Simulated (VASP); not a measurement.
A run of VASP 6.6.1 is set up as follows.

POSCAR

```
BaTiO3
1.0
    7.9404200000      0.0000000000      0.0000000000
    0.0000000000      7.9404200000      0.0000000000
    0.0000000000      0.0000000000      7.9404200000
Ti Ba O
8 8 24
Direct
    0.9265380000      0.0726720000      0.0114180000
    0.2595950000      0.2316360000      0.7607490000
    0.2543380000      0.7326750000      0.2505800000
    0.2554460000      0.7469180000      0.7666070000
    0.7533090000      0.2699080000      0.2713610000
    0.7456950000      0.2638340000      0.7595640000
    0.7713390000      0.7597120000      0.2573520000
    0.7594720000      0.7528390000      0.7718800000
    0.9980570000      0.9919210000      0.5345180000
    0.0139990000      0.5077470000      0.9986690000
    0.0090910000      0.5120660000      0.5100470000
    0.5037810000      0.9952510000      0.9975290000
    0.5197660000      0.9888960000      0.5151210000
    0.5069420000      0.5036180000      0.0087400000
    0.4994330000      0.5081780000      0.5061240000
    0.2447190000      0.1750360000      0.2591660000
    0.2841670000      0.2860090000      0.9797430000
    0.1972780000      0.2594590000      0.5409530000
    0.2690180000      0.7286510000      0.9947460000
    0.2541040000      0.7857860000      0.4827670000
    0.7192660000      0.2513210000      0.9911270000
    0.7869700000      0.2447140000      0.5046760000
    0.7577890000      0.7380460000      0.0018490000
    0.7513540000      0.7619140000      0.4971920000
    0.9684140000      0.2477870000      0.1727090000
    0.9942270000      0.2145420000      0.8141890000
    0.9996500000      0.7328420000      0.2635720000
    0.0059760000      0.7490240000      0.7498620000
    0.5338710000      0.2340840000      0.2704390000
    0.5103580000      0.2497790000      0.7230310000
    0.4928130000      0.7789620000      0.2466990000
    0.5148420000      0.7481930000      0.7518790000
    0.1032460000      0.9701080000      0.0758050000
    0.2741900000      0.9977980000      0.7509890000
    0.2612700000      0.5135910000      0.2659680000
    0.2572970000      0.5177420000      0.7349400000
    0.7772470000      0.9957890000      0.2157050000
    0.7609360000      0.9949920000      0.7811210000
    0.7477430000      0.5042640000      0.2598890000
    0.7620280000      0.4968540000      0.7477730000
```

File INCAR.step1:

```
SYSTEM = BaTiO3
PREC     = Accurate       ! precision mode
ENCUT    = 520            ! plane-wave cutoff, eV
ISMEAR   = -1             ! smearing method
SIGMA    = 0.05           ! smearing width, eV
LREAL    = Auto         
LASPH    = .TRUE.         ! aspherical terms in the spheres
NELM     = 60             ! most SCF steps
NBANDS   = 186            ! bands
ISYM     = 0            
GGA      = PE             ! functional
ALGO     = Normal         ! electronic algorithm
EDIFF    = 1E-4           ! SCF threshold, eV
LWAVE    = .TRUE.         ! write WAVECAR
LCHARG   = .FALSE.        ! write CHGCAR
```

Contents of INCAR.step2:

```
SYSTEM = BaTiO3
PREC     = Accurate       ! precision mode
ENCUT    = 520            ! plane-wave cutoff, eV
EDIFF    = 1E-6           ! SCF threshold, eV
ISMEAR   = -1             ! smearing method
SIGMA    = 0.05           ! smearing width, eV
LREAL    = Auto         
LASPH    = .TRUE.         ! aspherical terms in the spheres
NELM     = 60             ! most SCF steps
ALGO     = Normal         ! electronic algorithm
ISIF     = 2              ! what is computed and relaxed
LWAVE    = .FALSE.        ! write WAVECAR
LCHARG   = .FALSE.        ! write CHGCAR
METAGGA  = R2SCAN         ! meta-GGA
LMIXTAU  = .TRUE.       
NBANDS   = 186            ! bands
ISYM     = 0            
ISTART   = 1
```

Contents of KPOINTS:

```
Automatic mesh
0
Gamma
  1 1 1
  0.25 0.25 0.25
```

Potentials or basis: VASP PAW PBE potentials, release 64 (Ti_sv, Ba_sv, O).

The run is started by

```bash
$ cat potpaw_PBE.64/Ti_sv/POTCAR potpaw_PBE.64/Ba_sv/POTCAR potpaw_PBE.64/O/POTCAR > POTCAR
$ cp INCAR.step1 INCAR
$ mpirun -np 1 vasp_std > vasp.out
$ cp INCAR.step2 INCAR
$ mpirun -np 1 vasp_std > vasp.out
```

Question: What does it give for the pressure?

Answer: 15.5 GPa.

Question: Predict the largest force.

Answer: 0.399 eV/Å.

Question: Predict the band gap on the k mesh.

Answer: 2.92 eV.

Forces in eV/Å, atoms in the order of the input:
```
Ti  -0.107 -0.015 -0.065
Ti  -0.084  0.177  0.025
Ti  -0.153  0.151 -0.125
Ti  -0.083  0.135 -0.043
Ti  -0.046 -0.097 -0.094
Ti   0.011 -0.082 -0.099
Ti  -0.121 -0.130 -0.112
Ti  -0.030 -0.073 -0.121
Ba  -0.017  0.070 -0.225
Ba  -0.001  0.107 -0.052
Ba  -0.143 -0.077 -0.053
Ba  -0.136  0.069  0.026
Ba   0.023  0.152 -0.079
Ba   0.129 -0.002  0.056
Ba   0.037 -0.038 -0.129
Ba   0.048 -0.319  0.190
O   -0.112 -0.078 -0.259
O    0.176  0.054  0.332
O    0.013  0.077  0.107
O    0.043 -0.075  0.033
O    0.154 -0.048  0.001
O   -0.084  0.063  0.084
O    0.081  0.154  0.088
O    0.065 -0.064  0.059
O   -0.279  0.020  0.142
O    0.038 -0.010 -0.019
O    0.065  0.097 -0.014
O    0.026  0.034  0.109
O    0.364  0.163 -0.015
O   -0.018  0.041  0.105
O    0.047 -0.056  0.047
O    0.052 -0.035  0.046
O    0.018 -0.300 -0.206
O   -0.098 -0.104  0.029
O   -0.053 -0.108 -0.063
O   -0.021 -0.085  0.104
O    0.055  0.083  0.084
O    0.075  0.028  0.057
O    0.062  0.068 -0.010
O    0.002  0.053  0.057
```

Caveat: the PAW data sets were made with another functional, which shifts forces and pressure a little; spin-orbit coupling is left out, which moves the levels of the heavy elements.
